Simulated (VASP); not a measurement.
Set up this calculation in VASP 6.6.1, as the native input.

```
Task                   : relaxation of cell and atoms
Functional             : PBE
Potentials or basis    : VASP PAW PBE potentials, release 64 (Pb_d, Se)
Cutoff                 : 600 eV
k mesh                 : 6 × 6 × 4
Occupations            : fermi-dirac, width 0.02 eV
Spin                   : no spin polarisation
Dipole correction      : no
Further INCAR settings : ALGO = Normal; EDIFF = 1e-06; IBRION = 2; EDIFFG = -0.005; NSW = 80; ISIF = 3
```

The structure of PbSe lies in POSCAR:

```
PbSe
1.0
    4.3114285459      0.0000000000      0.0000000000
   -2.1557142730      3.7338066474      0.0000000000
    0.0000000000      0.0000000000      7.0405628155
Pb Se
2 2
Direct
    0.3333333333      0.6666666667      0.0000000000
    0.6666666667      0.3333333333      0.5000000000
    0.3333333333      0.6666666667      0.3750000000
    0.6666666667      0.3333333333      0.8750000000
```

One way to write it, as run:

INCAR

```
PREC = Accurate
ENCUT = 600
EDIFF = 1E-6
ISMEAR = -1
SIGMA = 0.02
LREAL = F
LASPH = T
NELM = 100
ALGO = Normal
ISIF = 3
LWAVE = F
LCHARG = F
GGA = PE
IBRION = 2
NSW = 80
EDIFFG = -0.005
```

KPOINTS

```
regular mesh
0
Gamma
  6 6 4
```

Potentials or basis: VASP PAW PBE potentials, release 64 (Pb_d, Se).

Launch:

```bash
$ cat potpaw_PBE.64/Pb_d/POTCAR potpaw_PBE.64/Se/POTCAR > POTCAR
$ mpirun -np 1 vasp_std > vasp.out
```

Results of the run:

```json
{
 "Relaxed volume": "36.84 Å³/atom",
 "Relaxed cell": "a = 5.210 Å, b = 5.210 Å, c = 6.270 Å, α = 90.00°, β = 90.00°, γ = 120.00°",
 "Space group after relaxing (to 0.05 Å)": "P6_3mc (No. 186)",
 "Energy gained by relaxing": "715.6 meV/atom",
 "Ionic steps": "56",
 "Pressure after relaxing": "0.0 GPa",
 "Largest force after relaxing": "0.005 eV/Å",
 "Band gap on the k mesh": "1.21 eV, direct"
}
```

Caveat: the volume moved by over 15 % at a fixed basis, so the end points are rough; spin-orbit coupling is left out, which moves the levels of the heavy elements.

Wall time 20 min on 1 thread of AMD EPYC 9R45 96-Core Processor (Zen 5), with other jobs on the host, peak memory 0.27 GiB.
